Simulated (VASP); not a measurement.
Runs of VASP 6.6.1 on BaTe. The structure is that of space group Fm-3m (No. 225), or close to it. The cells are those of the table. 

| cell | gap on the mesh (eV) | pressure (GPa) |
| --- | --- | --- |
| a = 4.847, b = 4.847, c = 7.194 Å, 4 atoms | 1.44 | (a) |
| a = 4.847, b = 4.847, c = 7.125 Å, 4 atoms | 1.43 | 2.2 |
| a = 4.997, b = 4.997, c = 7.067 Å, 4 atoms | 1.58 | 0.3 |
| a = 4.922, b = 4.922, c = 7.095 Å, 4 atoms | 1.51 | 1.1 |
| a = 4.922, b = 4.922, c = 7.130 Å, 4 atoms | 1.51 | (b) |

Alike in all rows: task single point; level PBE; potentials or basis VASP PAW PBE potentials, release 64 (Ba_sv, Te); no spin polarisation; k mesh 6 × 6 × 4; cutoff (eV) 520; smearing gaussian 0.02 eV.

Task: Fill in the values left out.

Result: (a) 1.9; (b) 1.0.

Caveats: spin-orbit coupling is left out, which moves the levels of the heavy elements.

A k mesh can miss the band edges, and the runs leave out spin-orbit coupling on Ba, Te.
